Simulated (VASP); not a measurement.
Write the native input for VASP 6.6.1 that does the following.

```
Task                   : single point
Functional             : PBEsol
Potentials or basis    : VASP PAW PBE potentials, release 64 (In_d, P)
Cutoff                 : 520 eV
k mesh                 : 7 × 7 × 7
Occupations            : methfessel-paxton, width 0.025 eV
Spin                   : non-collinear spin, zero start, spin-orbit coupling
Starting moments       : [[0.0, 0.0, 0.0], [0.0, 0.0, 0.0]] μB
Dipole correction      : no
Further INCAR settings : ALGO = Normal; EDIFF = 1e-06; NBANDS = 30
```

The structure of InP lies in POSCAR:

```
InP
1.0
    0.0000000000      2.7688340000      2.7688340000
    2.7688340000      0.0000000000      2.7688340000
    2.7688340000      2.7688340000      0.0000000000
In P
1 1
Direct
    0.0000000000      0.0000000000      0.0000000000
    0.5000000000      0.5000000000      0.5000000000
```

The input as run:

INCAR

```
SYSTEM = InP
PREC = Accurate
ENCUT = 520
EDIFF = 1E-6
ISMEAR = 1
SIGMA = 0.025
LREAL = .FALSE.
LASPH = .TRUE.
NELM = 150
ALGO = Normal
ISIF = 2
LWAVE = .FALSE.
LCHARG = .TRUE.
LNONCOLLINEAR = .TRUE.
MAGMOM = 0 0 0 0 0 0
LORBIT = 11
LSORBIT = .TRUE.
GGA_COMPAT = .FALSE.
LORBMOM = .TRUE.
GGA = PS
LVHAR = .TRUE.
NBANDS = 30
```

KPOINTS

```
regular mesh
0
G
  7 7 7
  0 0 0
```

Potentials or basis: VASP PAW PBE potentials, release 64 (In_d, P).

The run is started by

```sh
$ cat potpaw_PBE.64/In_d/POTCAR potpaw_PBE.64/P/POTCAR > POTCAR
$ mpirun -np 1 vasp_ncl > vasp.out
```

It gave:

```json
{
 "Pressure": "-3.4 GPa",
 "Net moment": "0.00 μB per cell",
 "Valence electrons inside the program's atomic spheres": "In 11.34; P 2.44"
}
```

Caveat: the PAW data sets were made with another functional, which shifts forces and pressure a little.

Wall time 63 s on 1 thread of AMD EPYC 7R43 64-Core Processor (Zen 3), with other jobs on the host, peak memory 0.25 GiB.
